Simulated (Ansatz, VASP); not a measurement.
**HfSiO4 in VASP and in Ansatz**

```
Hf Si O
1.0
    -3.32326    3.32326    3.00737
     3.32326   -3.32326    3.00737
     3.32326    3.32326   -3.00737
Hf Si O
2 2 8
Cartesian
  0.0000 0.0000 0.0000
  0.0000 3.3233 1.5037
  3.3233 0.0000 1.5037
  0.0000 0.0000 3.0074
  3.3233 2.0991 -1.0892
  4.5474 0.0000 0.4145
  2.0991 0.0000 0.4145
  0.0000 1.2242 1.9182
  2.0991 3.3233 1.0892
  3.3233 1.2242 2.5929
  3.3233 -1.2242 2.5929
  1.2242 0.0000 4.0966
```

Alike in both runs: functional PBE; k mesh 6 × 6 × 6; no spin polarisation.

Ansatz relaxed the structure, and its values are those at the end. VASP's run is a single point on that final structure, the one shown.

```csv
,VASP,Ansatz
version,VASP 6.6.1,Ansatz 0.2.0
potentials or method,"VASP PAW PBE potentials, release 64 (Hf_pv, Si, O), cutoff 520 eV",plane-wave PAW DFT
occupations,"gaussian, width 0.01 eV",fixed
valence electrons in the cell,76,108
```

VASP gave:

| Quantity | Value |
| --- | --- |
| pressure (GPa) | -1.7 |
| rms of the force components (eV/Å) | 0.086 |

Q: What did Ansatz give for the same quantities?

A: Pressure (GPa): 0.0; rms of the force components (eV/Å): 0.000.

VASP's potentials hold 76 valence electrons a cell and Ansatz's 108, so a difference there can come from the potentials and not from the codes.

Spin-orbit coupling is off throughout.
